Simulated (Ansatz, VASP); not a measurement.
**Two plane-wave programs on CaGe2N3**

```
CELL_PARAMETERS angstrom
-1.95128 1.95128 5.01866
1.95128 -1.95128 5.01866
1.95128 1.95128 -5.01866
ATOMIC_POSITIONS crystal
Ca 0.00000 0.00000 0.00000
Ge 0.68689 0.68689 0.00000
Ge 0.31311 0.31311 0.00000
N 0.50000 0.50000 0.00000
N 0.75000 0.25000 0.50000
N 0.25000 0.75000 0.50000
```

Alike in both runs: functional PBE; k mesh 5 × 5 × 5; occupations gaussian, width 0.2 eV; no spin polarisation.

Ansatz relaxed the structure, and its values are those at the end. VASP's run is a single point on that final structure, the one shown.

```csv
,VASP,Ansatz
version,VASP 6.6.1,Ansatz 0.2.0
potentials or method,"VASP PAW PBE potentials, release 64 (Ca_sv, Ge_d, N), cutoff 520 eV","scalar-relativistic, plane waves, PAW"
valence electrons in the cell,53,53
```

|  | VASP | Ansatz | Ansatz less VASP |
| --- | --- | --- | --- |
| gap on the k mesh at the Fermi level (eV) | none | none | - |
| pressure (GPa) | 0.0 | 0.0 | +0.02 |
| rms of the force components (eV/Å) | 0.010 | 0.001 | -0.0091 |

A gap of «none» marks a metal or a gap that the smearing closes. The functional is the same, so the differences come from potentials, cutoffs and numerics.

The k mesh is coarse, so the values compare programs but aren't converged.
